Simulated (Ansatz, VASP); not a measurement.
# One calculation of TiCo3, two programs

```xyz
4
Lattice="3.6140 0.0000 0.0000 0.0000 3.6140 0.0000 0.0000 0.0000 3.6140" Properties=species:S:1:pos:R:3 pbc="T T T"
Ti    0.0000    0.0000    0.0000
Co    0.0000    1.8070    1.8070
Co    1.8070    0.0000    1.8070
Co    1.8070    1.8070    0.0000
```

Alike in both runs: task single point; functional PBEsol; k mesh 12 × 12 × 12; occupations fermi-dirac, width 0.5 eV; collinear spin.

```csv
,VASP,Ansatz
version,VASP 6.6.1,Ansatz 0.2.0
potentials or method,"VASP PAW PBE potentials, release 64 (Ti_sv, Co), cutoff 520 eV","scalar-relativistic, plane waves, PAW"
valence electrons in the cell,39,63
```

VASP gave:

* gap on the k mesh at the Fermi level (eV): none
* pressure (GPa): -5.4
* net moment per atom (μB): 0.00

Q: Which values does Ansatz return?

A: gap on the k mesh at the Fermi level (eV): none; pressure (GPa): -5.2; net moment per atom (μB): 0.00.

VASP's potentials were made for PBE, not for PBEsol. A gap of «none» marks a metal or a gap that the smearing closes. VASP's potentials hold 39 valence electrons a cell and Ansatz's 63, so a difference there can come from the potentials and not from the codes. Ansatz's warnings: seeded moment not kept.
